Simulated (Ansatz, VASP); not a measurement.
**Two plane-wave programs on RhC2**

The input INCAR:

```
PREC = Accurate
ENCUT = 520
EDIFF = 1E-6
ISMEAR = 0
SIGMA = 0.05
LREAL = False
LASPH = True
NELM = 150
ALGO = Normal
ISIF = 2
LWAVE = False
LCHARG = False
LMAXMIX = 4
LDAU = True
LDAUTYPE = 2
LDAUL = 2 -1
LDAUU = 6 0
LDAUJ = 0 0
LDAUPRINT = 1
GGA = PS
NBANDS = 18
```

Contents of KPOINTS:

```
Automatic mesh
0
Gamma
  12 12 12
```

Contents of POSCAR:

```
RhC2
1.0
    0.0000000000      2.4412493123      2.4412493123
    2.4412493123      0.0000000000      2.4412493123
    2.4412493123      2.4412493123      0.0000000000
Rh C
1 2
Direct
    0.0000000000      0.0000000000      0.0000000000
    0.2500000000      0.2500000000      0.2500000000
    0.7500000000      0.7500000000      0.7500000000
```

Input for Ansatz:

```yaml
crystal:
  lattice:
    - [0.0, 2.4412493123, 2.4412493123]
    - [2.4412493123, 0.0, 2.4412493123]
    - [2.4412493123, 2.4412493123, 0.0]
  atoms:
    - { symbol: Rh, position: [0.0, 0.0, 0.0] }
    - { symbol: C, position: [0.25, 0.25, 0.25] }
    - { symbol: C, position: [0.75, 0.75, 0.75] }
basis:
  ecutwfc: 420
  ecutrho_ratio: 4
kpoints:
  mp_grid: { grid: [12, 12, 12] }
hamiltonian:
  xc: pbesol
  hubbard: { sites: [{ species: Rh, l: d, u_eff: 6.0 }], double_counting: fll }
scf:
  occupations: { method: gaussian, width: 0.05 }
output:
  forces: true
  stress: true
```

Alike in both runs: task single point; functional PBEsol; k mesh 12 × 12 × 12; occupations gaussian, width 0.05 eV; no spin polarisation; Hubbard terms Rh d U = 6.0 eV.

```csv
,VASP,Ansatz
version,VASP 6.6.1,Ansatz 0.2.0
potentials or method,"VASP PAW PBE potentials, release 64 (Rh_pv, C), cutoff 520 eV","scalar-relativistic, plane waves, PAW"
valence electrons in the cell,23,25
```

```csv
,VASP,Ansatz,Ansatz less VASP
pressure (GPa),-6.9,2.0,+8.83
```

VASP's potentials were made for PBE, not for PBEsol. The programs project onto different local orbitals, so the same U acts differently, and such runs can settle in different states. VASP's potentials hold 23 valence electrons a cell and Ansatz's 25, so a difference there can come from the potentials and not from the codes. Ansatz's warnings: filled band counts differ across k points.
